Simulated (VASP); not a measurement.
Runs of VASP 6.6.1 on Sn. The structure is that of space group I4/mmm (No. 139), or close to it. The cells are those of the table. 

```csv
cell,further INCAR settings,gap on the mesh (eV),pressure (GPa)
"a = 3.366 Å, angles 111.5, 111.5, 105.5°, 1 atom",ALGO = Fast; EDIFF = 1e-06; NBANDS = 13,none,(b)
"a = 3.202 Å, angles 107.4, 107.4, 113.6°, 1 atom",ALGO = Fast; EDIFF = 1e-07; NBANDS = 13,none,2.4
"a = 3.176 Å, angles 106.8, 106.8, 115.1°, 1 atom",ALGO = Fast; EDIFF = 1e-06; NBANDS = 13,none,(a)
"a = 3.395 Å, angles 112.1, 112.1, 104.2°, 1 atom",ALGO = Fast; EDIFF = 1e-06; NBANDS = 13,none,-5.4
"a = 3.380 Å, angles 111.8, 111.8, 104.9°, 1 atom",ALGO = Fast; EDIFF = 1e-06; NBANDS = 13,none,-5.1
```

Alike in all rows: task single point; level PBEsol; potentials or basis VASP PAW PBE potentials, release 64 (Sn_d); no spin polarisation; k mesh 18 × 18 × 18; cutoff (eV) 520; smearing gaussian 0.15 eV.

Estimate the missing entries.

(a) 4.5; (b) -4.7.

Caveats: the PAW data sets were made with another functional, which shifts forces and pressure a little; spin-orbit coupling is left out, which moves the levels of the heavy elements.

A k mesh can miss the band edges, and the runs leave out spin-orbit coupling on Sn.

A gap of «none» marks levels without a gap at the run's occupations.
